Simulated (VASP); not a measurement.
Set up this calculation in VASP 6.6.1, as the native input.

* Task: single point
* Functional: LDA
* Potentials or basis: VASP PAW LDA potentials, release 64 (Au, Cu)
* Cutoff: 520 eV
* k mesh: 11 × 11 × 11
* Occupations: fermi-dirac, width 0.05 eV
* Spin: no spin polarisation
* Dipole correction: no
* Further INCAR settings: ALGO = Normal; EDIFF = 1e-06; NBANDS = 18

The structure of CuAu lies in POSCAR:

```
CuAu
1.0
    1.4430568479      0.8331492596      4.2561707609
   -1.4430568479      0.8331492596      4.2561707609
    0.0000000000     -1.6662985192      4.2561707609
Au Cu
1 1
Direct
    0.0000000000      0.0000000000      0.0000000000
    0.5000000000      0.5000000000      0.5000000000
```

One way to write it, as run:

INCAR

```
PREC     = Accurate       # precision mode
ENCUT    = 520            # plane-wave cutoff, eV
EDIFF    = 1E-6           # SCF threshold, eV
ISMEAR   = -1             # smearing method
SIGMA    = 0.05           # smearing width, eV
LREAL    = False          # projectors in reciprocal space
LASPH    = True           # aspherical terms in the spheres
NELM     = 80             # most SCF steps
ALGO     = Normal         # electronic algorithm
ISIF     = 2              # what is computed and relaxed
LWAVE    = False          # write WAVECAR
LCHARG   = False          # write CHGCAR
GGA      = CA             # functional
NBANDS   = 18             # bands
```

KPOINTS

```
regular mesh
0
Gamma
  11 11 11
```

Potentials or basis: VASP PAW LDA potentials, release 64 (Au, Cu).

Command:

```sh
$ cat potpaw_LDA.64/Au/POTCAR potpaw_LDA.64/Cu/POTCAR > POTCAR
$ mpirun -np 1 vasp_std > vasp.out
```

It gave:

| Property | Result |
| --- | --- |
| Pressure | -12.2 GPa |
| Band gap on the k mesh | zero (band 11 reaches 9.87 eV, above the bottom of band 12 at 5.64 eV) |

Caveat: spin-orbit coupling is left out, which moves the levels of the heavy elements.

Run time: 74 s on 1 thread of Intel(R) Xeon(R) 6975P-C (Granite Rapids) (shared host), peak memory 0.24 GiB.
